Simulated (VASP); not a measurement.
## CsSnBr3: single point with PBE

Crystal: CsSnBr3.

```xyz
5
Lattice="5.8411 0.0000 0.0000 0.0000 5.8411 0.0000 0.0000 0.0000 5.8411" Properties=species:S:1:pos:R:3 pbc="T T T"
Cs    0.0000    0.0000    0.0000
Sn    2.9206    2.9206    2.9206
Br    2.9206    2.9206    0.0000
Br    2.9206    0.0000    2.9206
Br    0.0000    2.9206    2.9206
```

| Quantity | Value |
| --- | --- |
| Program | VASP 6.6.1 |
| Task | single point |
| Functional | PBE |
| Potentials or basis | VASP PAW PBE potentials, release 64 (Cs_sv, Sn_d, Br) |
| Cutoff | 500 eV |
| k mesh | 4 × 4 × 4 |
| Occupations | fermi-dirac, width 0.02 eV |
| Spin | non-collinear spin, zero start, spin-orbit coupling |
| Starting moments | [[0.0, 0.0, 0.0], [0.0, 0.0, 0.0], [0.0, 0.0, 0.0], [0.0, 0.0, 0.0], [0.0, 0.0, 0.0]] μB |

The pressure is 0.7 GPa. The net moment is 0.00 μB per cell and the valence electrons inside the program's atomic spheres are Cs 6.55; Sn 12.00; Br 4.87.

Moments on the atoms (μB; x, y, z):
```
Cs  0.00 0.00 0.00
Sn  0.00 0.00 0.00
Br  0.00 0.00 0.00
Br  0.00 0.00 0.00
Br  0.00 0.00 0.00
```

It took 9.5 min on 1 thread of Intel Xeon 8259CL, with other jobs on the host, peak memory 0.83 GiB.
